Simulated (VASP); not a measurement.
# Si16O31 (a cell with a defect) in VASP: further runs, part 2 of 2

VASP 6.6.1. The steps go on from the part before.

## Step 3: Single point, LDA

Contents of INCAR:

```
SYSTEM = Si16O31
ALGO = Normal
EDIFF = 1E-7
ENCUT = 520
GGA = CA
ISIF = 2
ISMEAR = -1
LASPH = .True.
LCHARG = .False.
LREAL = Auto
LWAVE = .False.
NBANDS = 154
NELM = 80
PREC = Accurate
SIGMA = 0.05
```

Contents of KPOINTS:

```
k-points
0
Gamma
  1 1 1
  0 0 0
```

Contents of POSCAR:

```
Si16O31
1.0
    9.9160140000      0.0000000000      0.0000000000
    0.0000000000      8.7413230000      0.0000000000
    0.0000000000      0.0000000000      8.6786430000
Si O
16 31
Direct
    0.4727572247      0.1817425754      0.1655726283
    0.0115045060      0.8480452006      0.1928385246
    0.2337820294      0.3476475780      0.3014564795
    0.4767626010      0.1542509033      0.8062718128
    0.0336025284      0.8132036459      0.8307963602
    0.2292953316      0.3100481598      0.6545143258
    0.2862706000      0.7059625707      0.3237558706
    0.2876697191      0.6651738698      0.6834536137
    0.9840744228      0.2016103842      0.1619639866
    0.4759447429      0.8265086656      0.2064084499
    0.7280181809      0.3349557986      0.3088076494
    0.9821592928      0.1640237717      0.8033660469
    0.5260152003      0.8054703875      0.8436921708
    0.7280200246      0.3083516375      0.6681111936
    0.7507562365      0.6906365671      0.3424348044
    0.7770557072      0.6607895010      0.7037921409
    0.0079339054      0.8053845351      0.0129875632
    0.2776593779      0.5242826134      0.2880373798
    0.2896293347      0.7278621603      0.5090820164
    0.5092266712      0.1856896180     -0.0148247229
    0.0756887402      0.2647358295      0.6914585650
    0.4375016821      0.6820337911      0.7513127716
    0.0110428254     -0.0141125613      0.7736252923
    0.3236704748      0.2504815806      0.1833613797
    0.1481249429      0.7824417000      0.2647698029
    0.2477240721      0.4881123869      0.6924479726
    0.1852361889      0.7631718698      0.7883582713
    0.0784760726      0.3229618365      0.2516797200
    0.3258165858      0.2042898056      0.7594223553
    0.2584202591      0.2843594376      0.4737728411
    0.0132141043      0.0300500754      0.2195534917
    0.6144877775      0.7686269044      0.2829583968
    0.4849679872      0.7958502765      0.0226734825
    0.7508003439      0.5153974787      0.2861822013
    0.7503298207      0.7043301191      0.5268468382
    1.0109356900      0.2108702560     -0.0204509490
    0.5760401181      0.2546849562      0.7010165695
    0.9315749016      0.6978313719      0.7456751690
    0.4965595522     -0.0260891733      0.7757379640
    0.8294949844      0.2432303656      0.1981428456
    0.7487454563      0.4812370818      0.7268910635
    0.6821184666      0.7605526602      0.8170305589
    0.5769969443      0.2864673044      0.2611540770
    0.8271753323      0.1968421276      0.7616023240
    0.7563713913      0.2932737817      0.4863630354
    0.4705662509      0.0099814760      0.2324470621
    0.8813687270      0.7756938980      0.2750540135
```

Potentials or basis: VASP PAW LDA potentials, release 64 (Si, O).

On the command line:

```sh
> cat potpaw_LDA.64/Si/POTCAR potpaw_LDA.64/O/POTCAR > POTCAR
> mpirun -np 1 vasp_gam > vasp.out
```

It took 5.8 min on 1 thread of Intel Xeon Platinum 8488C (Sapphire Rapids), shared host; peak memory 0.5 GiB.

Results (log left out):

```yaml
Free_energy: -404.0264 eV
Pressure: -0.2 GPa
Largest_force: 0.094 eV/Å
Band_gap_on_the_k_mesh: 5.43 eV
```

Forces in eV/Å, atoms in the order of the input:
```
Si   0.011  0.016  0.010
Si  -0.006 -0.017  0.023
Si  -0.004  0.013 -0.006
Si  -0.004  0.004 -0.014
Si   0.022 -0.017 -0.009
Si  -0.016 -0.008  0.010
Si   0.063  0.053 -0.041
Si  -0.004  0.005  0.010
Si  -0.007  0.016  0.003
Si  -0.066 -0.048  0.047
Si  -0.010 -0.011 -0.018
Si  -0.007  0.000 -0.015
Si   0.016 -0.014  0.019
Si  -0.011 -0.008  0.009
Si   0.000  0.019 -0.006
Si   0.011  0.000  0.014
O    0.000 -0.002  0.003
O    0.004  0.001 -0.002
O   -0.003  0.007  0.001
O    0.010  0.000  0.002
O   -0.013  0.005 -0.018
O    0.015 -0.016 -0.006
O    0.006 -0.002 -0.004
O   -0.010 -0.006 -0.017
O    0.010  0.003 -0.001
O    0.002 -0.009  0.000
O    0.010  0.000  0.005
O   -0.018  0.015  0.011
O   -0.011 -0.002  0.003
O    0.011 -0.005 -0.009
O    0.002  0.002  0.005
O   -0.001  0.007  0.002
O   -0.004  0.001 -0.008
O    0.000  0.001 -0.005
O   -0.001 -0.004  0.007
O    0.009  0.004 -0.002
O   -0.011  0.008 -0.013
O    0.006 -0.007 -0.008
O    0.002 -0.008 -0.006
O   -0.005 -0.007 -0.008
O   -0.002 -0.007  0.006
O    0.013  0.007  0.010
O   -0.009  0.002  0.007
O   -0.012 -0.007  0.008
O    0.008  0.005  0.000
O   -0.005  0.011  0.003
O    0.005  0.000 -0.002
```

Stress tensor (GPa, compression positive):
```
-0.11 -0.65  0.42
-0.65 -0.25  0.05
 0.42  0.05 -0.37
```

Levels at points of the mesh, in eV from the valence-band top:
| k point | band 123 | band 124 | band 125 | band 126 | band 127 | band 128 |
| --- | --- | --- | --- | --- | --- | --- |
| (0.00, 0.00, 0.00) | -0.20 | -0.18 | 0.00 | 5.43 | 6.56 | 6.59 |

Caveat: the k points lie up to 0.72 Å⁻¹ apart.

## Step 4: Single point, LDA

Contents of INCAR:

```
SYSTEM = Si16O31
PREC = Accurate
ENCUT = 520
EDIFF = 1E-7
ISMEAR = -1
SIGMA = 0.05
LREAL = Auto
LASPH = .True.
NELM = 60
ALGO = Normal
ISIF = 2
LWAVE = .False.
LCHARG = .False.
NBANDS = 154
```

Contents of KPOINTS:

```
Automatic mesh
0
Gamma
  1 1 1
  0 0 0
```

Contents of POSCAR:

```
Si16O31
1.0
    9.9160140000      0.0000000000      0.0000000000
    0.0000000000      8.7413230000      0.0000000000
    0.0000000000      0.0000000000      8.6786430000
Si O
16 31
Direct
    0.4833959492      0.1533711773      0.1972362500
    0.0009388853      0.8102383358      0.1572846124
    0.2337105414      0.2993626937      0.3367635931
    0.4792264311      0.1902659357      0.8445780060
    0.0268180339      0.8395485443      0.7958578317
    0.2322044927      0.3362706080      0.6956995466
    0.2616970892      0.6526712261      0.3070111307
    0.2833023431      0.6867381517      0.6691659053
    0.9776158041      0.1659454753      0.1901958636
    0.5366096700      0.7947665359      0.1758130851
    0.7222897225      0.3189203740      0.3335300231
    0.9781380906      0.1919251811      0.8308060373
    0.5372311899      0.8346648442      0.8164367402
    0.7267779170      0.3456937811      0.6926617445
    0.7261712216      0.6743884192      0.2934559009
    0.7758601390      0.6947742350      0.6560754948
   -0.0006659934      0.7968021545     -0.0271496362
    0.2627968254      0.4708093958      0.2787194957
    0.2561529260      0.6938502330      0.4871812333
    0.5080753214      0.2174460319      0.0251814713
    0.0771130416      0.3035749852      0.7371555668
    0.4350117900      0.7376593909      0.7102735992
   -0.0009192202      0.0191205610      0.7719067370
    0.3280333206      0.1778467630      0.2470658143
    0.1329308329      0.7267104762      0.2233633760
    0.2617801871      0.5140527355      0.7269348445
    0.1813923417      0.8017699380      0.7549323091
    0.0790548501      0.2577035536      0.3009379462
    0.3254886490      0.2344489501      0.8068839794
    0.2609156260      0.2906712176      0.5191538585
   -0.0001440095     -0.0145222868      0.2136120820
    0.3995358417      0.7181236753      0.2378291168
    0.5379067637      0.7711417368     -0.0094146055
    0.7193629416      0.4909685868      0.2675598017
    0.7345834728      0.7053552420      0.4772084760
    1.0065559609      0.2069543706      0.0125818057
    0.5757389007      0.2955852335      0.7391709741
    0.9319784139      0.7396918064      0.6826201977
    0.4982161179      0.0120297580      0.8079842667
    0.8265682158      0.2150363280      0.2370694359
    0.7466487038      0.5260022997      0.7233126193
    0.6873799291      0.8174825481      0.7494800742
    0.5732480813      0.2500007150      0.3158711564
    0.8260263650      0.2452325580      0.7979763657
    0.7593500776      0.3142729081      0.5137590059
    0.5275708566     -0.0232591794      0.2097535294
    0.8659698342      0.7301536621      0.2180348932
```

On the command line:

```sh
> cat potpaw_LDA.64/Si/POTCAR potpaw_LDA.64/O/POTCAR > POTCAR
> mpirun -np 1 vasp_gam > vasp.out
```

Run time: 5.6 min. Hardware: 1 thread of Intel Xeon Platinum 8488C (Sapphire Rapids), shared host; peak memory 0.5 GiB.

Results (log left out):

```
Free energy            : -404.0258 eV
Pressure               : -0.3 GPa
Largest force          : 0.074 eV/Å
Band gap on the k mesh : 5.43 eV
```

Forces on the atoms (eV/Å):
```
Si   0.003 -0.012  0.016
Si   0.009 -0.041  0.023
Si  -0.001 -0.015 -0.003
Si  -0.010  0.007 -0.016
Si   0.012  0.000 -0.010
Si  -0.002 -0.002  0.015
Si  -0.006  0.022 -0.045
Si   0.016  0.016  0.003
Si  -0.004  0.007  0.020
Si   0.032 -0.052  0.040
Si   0.009 -0.009 -0.012
Si  -0.012  0.012 -0.007
Si   0.008  0.003 -0.016
Si  -0.006 -0.007  0.016
Si  -0.034  0.036 -0.050
Si   0.014  0.012 -0.012
O   -0.006  0.009 -0.001
O    0.001  0.019 -0.002
O    0.001  0.002 -0.003
O    0.004  0.000  0.011
O   -0.011  0.006 -0.004
O    0.009  0.001 -0.001
O    0.002  0.001 -0.003
O   -0.012 -0.017 -0.010
O    0.001 -0.006  0.004
O    0.002 -0.003  0.000
O    0.010  0.006  0.005
O   -0.003  0.000  0.006
O   -0.009 -0.002  0.007
O    0.002 -0.003  0.000
O   -0.009 -0.005  0.001
O   -0.002 -0.005  0.010
O    0.004  0.000 -0.001
O   -0.004  0.002 -0.005
O   -0.009  0.001  0.002
O    0.008 -0.006 -0.006
O   -0.010  0.007  0.000
O    0.011 -0.004 -0.011
O    0.002 -0.006  0.007
O   -0.012 -0.005 -0.004
O   -0.002  0.001  0.000
O    0.010  0.015  0.006
O   -0.012 -0.002  0.011
O   -0.011 -0.003  0.015
O    0.010 -0.003  0.005
O    0.004  0.004  0.002
O    0.003  0.018 -0.009
```

Stress tensor (GPa, compression positive):
```
-0.18  0.65 -0.42
 0.65 -0.27  0.05
-0.42  0.05 -0.43
```

Levels at points of the mesh, in eV from the valence-band top:
```csv
k point,band 121,band 122,band 123,band 124,band 125,band 126,band 127,band 128,band 129,band 130
"(0.00, 0.00, 0.00)",-0.38,-0.25,-0.19,-0.18,0.00,5.43,6.56,6.59,7.13,7.35
```

Caveat: the k points lie up to 0.72 Å⁻¹ apart.
